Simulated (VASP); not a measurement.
Sb:

```xyz
2
Lattice="3.0587 0.0000 0.0000 0.0000 4.2588 0.0000 -0.0381 0.0000 4.3159" Properties=species:S:1:pos:R:3 pbc="T T T"
Sb    0.0256    1.0647    1.0409
Sb    2.9949    3.1941    3.2751
```

Base run:

```yaml
Program: VASP 6.6.1
Functional: r2SCAN
Potentials_or_basis: VASP PAW PBE potentials, release 64 (Sb)
Cutoff: 520 eV
k_mesh: 9 × 6 × 6
Occupations: fermi-dirac, width 0.05 eV
Spin: no spin polarisation
```

Its results: band gap on the k mesh zero (bands 5 and 6 overlap by 9.48 eV); pressure 3.2 GPa; largest force 0.145 eV/Å.

**Question.** The run is repeated on the same cell with these changes: functional from r2SCAN to PBEsol. What comes out?

**Answer.** Band gap on the k mesh zero (bands 5 and 6 overlap by 8.93 eV); pressure 1.6 GPa; largest force 0.153 eV/Å.

Caveats: the PAW data sets were made with another functional, which shifts forces and pressure a little; spin-orbit coupling is left out, which moves the levels of the heavy elements; the cell stands under pressure (at least some runs).
